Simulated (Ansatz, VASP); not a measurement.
## One calculation of Tl, two programs

```xyz
1
Lattice="3.0085 0.0000 0.0000 0.0000 3.0085 0.0000 0.0000 0.0000 3.0085" Properties=species:S:1:pos:R:3 pbc="T T T"
Tl    0.0000    0.0000    0.0000
```

Alike in both runs: task single point; functional PBEsol; k mesh 11 × 11 × 11; occupations fermi-dirac, width 0.1 eV; no spin polarisation.

```csv
,VASP,Ansatz
version,VASP 6.6.1,Ansatz 0.2.0
potentials or method,"VASP PAW PBE potentials, release 64 (Tl_d), cutoff 520 eV","plane waves (420 eV) with PAW, scalar-relativistic"
valence electrons in the cell,13,13
```

Ansatz gave:

- pressure (GPa): 5.9

**Question.** Which values does VASP return?

**Answer.** Pressure (GPa): 5.8.

VASP's potentials were made for PBE, not for PBEsol, and Ansatz warns of the same on its side. The functional is the same, so the differences come from potentials, cutoffs and numerics.

Spin-orbit coupling is off throughout.
